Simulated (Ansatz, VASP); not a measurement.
## Two plane-wave programs on CF4

```
C F
1.0
     8.43714    0.00000    0.00000
     0.00000    8.43714    0.00000
     0.00000    0.00000    8.43714
C F
6 24
Direct
  0.81243 0.72701 0.86090
  0.74482 0.49872 0.42114
  0.47477 0.33882 0.88956
  0.21177 0.20184 0.48206
  0.46994 0.89022 0.18902
  0.96789 0.23050 0.99277
  0.85128 0.88093 0.85577
  0.82486 0.67457 0.01044
  0.66358 0.70875 0.80924
  0.91057 0.64408 0.76790
  0.75956 0.65422 0.39247
  0.88185 0.44276 0.47848
  0.62913 0.47557 0.52698
  0.70883 0.42258 0.28699
  0.58399 0.40600 0.98257
  0.37407 0.25563 0.97907
  0.39559 0.45161 0.81135
  0.54525 0.24211 0.78579
  0.29444 0.28609 0.37619
  0.16394 0.29691 0.59931
  0.08543 0.13721 0.41140
  0.30341 0.08702 0.54160
  0.55503 0.95330 0.07120
  0.46369 0.73286 0.17108
  0.53784 0.92537 0.32754
  0.32292 0.94925 0.18556
  0.03944 0.34758 0.07312
  0.85462 0.16663 0.08292
  0.90356 0.28929 0.85983
  0.07407 0.11871 0.95491
```

Alike in both runs: functional PBE; dispersion D3(BJ); k mesh 1 × 1 × 1; occupations fermi-dirac, width 0.05 eV; no spin polarisation.

Ansatz relaxed the structure, and its values are those at the end. VASP's run is a single point on that final structure, the one shown.

```csv
,VASP,Ansatz
version,VASP 6.6.1,Ansatz 0.2.0
potentials or method,"VASP PAW PBE potentials, release 64 (C, F), cutoff 520 eV","scalar-relativistic, plane waves, PAW"
valence electrons in the cell,192,192
```

Ansatz gave:

* rms of the force components (eV/Å): 0.067

Task: Estimate VASP's values.

Result: rms of the force components (eV/Å): 0.180.

One of these differences is far larger than is usual between the two programs; its cause wasn't traced.
